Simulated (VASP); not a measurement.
Runs of VASP 6.6.1 on RbY2. The structure is that of space group Fm-3m (No. 225), or close to it. The cells are those of the table. 

```csv
task,cell,k mesh,cutoff (eV),gap on the mesh (eV),pressure (GPa),relaxed volume (Å³/atom)
single point,"a = 5.076 Å, angles 60.0°, 3 atoms",4 × 4 × 4,520,none,(a),-
relaxation of cell and atoms,"relaxed from a = 5.762 Å, angles 60.0°, 3 atoms",10 × 10 × 10,600,none,0.0,44.52
relaxation of cell and atoms,"relaxed from a = 5.076 Å, angles 60.0°, 3 atoms",4 × 4 × 4,600,none,0.0,44.92
single point,"a = 5.734 Å, angles 60.0°, 3 atoms",10 × 10 × 10,520,none,0.0,-
```

Alike in all rows: level PBE; potentials or basis VASP PAW PBE potentials, release 64 (Rb_sv, Y_sv); no spin polarisation; smearing gaussian 0.1 eV.

Fill in the values left out.

(a) 6.6.

Caveats: some runs use coarse meshes; the volume moved by over 15 % at a fixed basis, so the end points are rough (at least some runs).

A k mesh can miss the band edges, and the runs leave out spin-orbit coupling on Rb, Y.

A gap of «none» marks levels without a gap at the run's occupations.
